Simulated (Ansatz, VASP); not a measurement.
CsBa3 in VASP and in Ansatz

```
CELL_PARAMETERS angstrom
9.01990 0.00000 0.00000
-4.50995 7.81147 0.00000
0.00000 0.00000 7.23986
ATOMIC_POSITIONS crystal
Cs 0.33333 0.66667 0.25000
Cs 0.66667 0.33333 0.75000
Ba 0.83300 0.66600 0.25000
Ba 0.16700 0.83300 0.75000
Ba 0.33400 0.16700 0.25000
Ba 0.16700 0.33400 0.75000
Ba 0.83300 0.16700 0.25000
Ba 0.66600 0.83300 0.75000
```

Alike in both runs: task single point; functional PBE; k mesh 3 × 3 × 4; occupations gaussian, width 0.1 eV; no spin polarisation.

|  | VASP | Ansatz |
| --- | --- | --- |
| version | VASP 6.6.1 | Ansatz 0.2.0 |
| potentials or method | VASP PAW PBE potentials, release 64 (Cs_sv, Ba_sv), cutoff 520 eV | scalar-relativistic, plane waves, PAW |
| valence electrons in the cell | 78 | 78 |

Ansatz gave:

* gap on the k mesh at the Fermi level (eV): none
* pressure (GPa): 0.8
* traceless stress, the component that is largest in VASP (GPa): 0.37
* rms of the force components (eV/Å): 0.093

Problem. Estimate VASP's values.

Solution. gap on the k mesh at the Fermi level (eV): none; pressure (GPa): 0.9; traceless stress, the component that is largest in VASP (GPa): 0.37; rms of the force components (eV/Å): 0.092.

Atom by atom the forces differ by 0.000 eV/Å (rms over components). A gap of «none» marks a metal or a gap that the smearing closes.

Neither program's run includes spin-orbit coupling.
